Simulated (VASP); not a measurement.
A run of VASP 6.6.1 is set up as follows.

File INCAR:

```
PREC = Accurate
ENCUT = 520
EDIFF = 1E-7
ISMEAR = -1
SIGMA = 0.15
LREAL = False
LASPH = True
NELM = 60
ALGO = Normal
ISIF = 2
LWAVE = False
LCHARG = False
NBANDS = 21
```

File KPOINTS:

```
Automatic mesh
0
Gamma
  3 3 3
```

Contents of POSCAR:

```
InRh
1.0
    3.1960000000      0.0000000000      0.0000000000
    0.0000000000      3.1960000000      0.0000000000
    0.0000000000      0.0000000000      3.1960000000
In Rh
1 1
Direct
    0.5000000000      0.5000000000      0.5000000000
    0.0000000000      0.0000000000      0.0000000000
```

Potentials or basis: VASP PAW LDA potentials, release 64 (In_d, Rh_pv).

The run is started by

```bash
$ cat potpaw_LDA.64/In_d/POTCAR potpaw_LDA.64/Rh_pv/POTCAR > POTCAR
$ mpirun -np 1 vasp_std > vasp.out
```

**Question.** What does it give for the pressure?

**Answer.** -5.6 GPa.

**Question.** What does it give for the band gap on the k mesh?

**Answer.** 1.17 eV, indirect (least direct gap 1.63 eV).

Caveat: the k points lie up to 0.66 Å⁻¹ apart; spin-orbit coupling is left out, which moves the levels of the heavy elements. A k mesh can miss the band edges.
